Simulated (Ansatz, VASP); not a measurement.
**One calculation of GaAs, two programs**

The input POSCAR:

```
GaAs
1.0
    2.8608912163      2.8608912163      0.0000000000
   -2.8608912163      2.8608912163      0.0000000000
    0.0000000000      2.8608912163      2.8608912163
Ga As
1 1
Direct
    0.0000000000      0.0000000000      0.0000000000
    0.7500000000      0.2500000000      0.5000000000
```

INCAR.step1

```
ALGO = Normal
EDIFF = 1E-4
ENCUT = 520
GGA = PE
ISMEAR = 0
LASPH = T
LCHARG = F
LREAL = F
LWAVE = T
NBANDS = 16
NELM = 100
PREC = Accurate
SIGMA = 0.01
```

Contents of INCAR.step2:

```
ALGO = Normal
EDIFF = 1E-7
ENCUT = 520
ISIF = 2
ISMEAR = 0
ISTART = 1
LASPH = T
LCHARG = F
LMIXTAU = T
LREAL = F
LWAVE = F
METAGGA = R2SCAN
NBANDS = 16
NELM = 100
PREC = Accurate
SIGMA = 0.01
```

File KPOINTS:

```
k-points
0
Gamma
  8 8 8
```

Input for Ansatz:

```yaml
crystal:
  lattice:
    - [2.86089121626, 2.86089121626, 0.0]
    - [-2.86089121626, 2.86089121626, 0.0]
    - [0.0, 2.86089121626, 2.86089121626]
  atoms:
    - { symbol: Ga, position: [0.0, 0.0, 0.0] }
    - { symbol: As, position: [0.75, 0.25, 0.5] }
kpoints:
  mp_grid: { grid: [8, 8, 8] }
scf:
  occupations: { method: fixed }
  convergence: { dr2_threshold: 1.0e-10 }
hamiltonian:
  xc: r2scan
  pseudopotentials: { kind: paw }
output:
  forces: true
  stress: true
  eigenstates:
    kpoints:
      - [0.0, 0.0, 0.0]
      - [0.5, 0.0, 0.0]
      - [0.0, 0.5, 0.5]
      - [0.0, -0.5, 0.0]
      - [0.5, 0.0, 0.5]
      - [0.424193978, -0.424193978, 0.0]
      - [0.424193978, 0.424193978, 0.424193978]
      - [0.0, 0.0, 0.424193978]
      - [-0.5, -0.5, -0.5]
      - [-0.5, 0.5, 0.0]
      - [0.0, 0.0, -0.5]
  eigenvalues: true
```

Alike in both runs: task single point; functional r2SCAN; k mesh 8 × 8 × 8; no spin polarisation.

```csv
,VASP,Ansatz
version,VASP 6.6.1,Ansatz 0.2.0
potentials or method,"VASP PAW PBE potentials, release 64 (Ga_d, As)","PAW with Ansatz's default frozen-core files, scalar-relativistic"
plane-wave cutoff (eV),520,500
occupations,"gaussian, width 0.01 eV",fixed
valence electrons in the cell,18,28
```

|  | VASP | Ansatz | Ansatz less VASP |
| --- | --- | --- | --- |
| gap on the k mesh at the Fermi level (eV) | 0.71 | 0.73 | +0.019 |
| pressure (GPa) | -1.9 | -2.0 | -0.09 |

VASP's potentials were made for PBE, not for r2SCAN. VASP's potentials hold 18 valence electrons a cell and Ansatz's 28, so a difference there can come from the potentials and not from the codes.
